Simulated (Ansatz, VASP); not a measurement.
# RbBr in VASP and in Ansatz

```xyz
2
Lattice="0.0000 3.4937 3.4937 3.4937 0.0000 3.4937 3.4937 3.4937 0.0000" Properties=species:S:1:pos:R:3 pbc="T T T"
Rb    0.0000    0.0000    0.0000
Br    3.4937    3.4937    3.4937
```

Alike in both runs: functional PBE; k mesh 4 × 4 × 4; occupations gaussian, width 0.1 eV; no spin polarisation.

Ansatz relaxed the structure, and its values are those at the end. VASP's run is a single point on that final structure, the one shown.

|  | VASP | Ansatz |
| --- | --- | --- |
| version | VASP 6.6.1 | Ansatz 0.2.0 |
| potentials or method | VASP PAW PBE potentials, release 64 (Rb_sv, Br), cutoff 500 eV | scalar-relativistic, plane waves, PAW |
| valence electrons in the cell | 16 | 16 |

```tsv
	VASP	Ansatz	Ansatz less VASP
gap on the k mesh at the Fermi level (eV)	4.22	4.22	+0.002
least direct gap on the mesh (eV)	4.22	4.22	+0.002
pressure (GPa)	0.2	0.2	-0.01
```

The functional is the same, so the differences come from potentials, cutoffs and numerics.
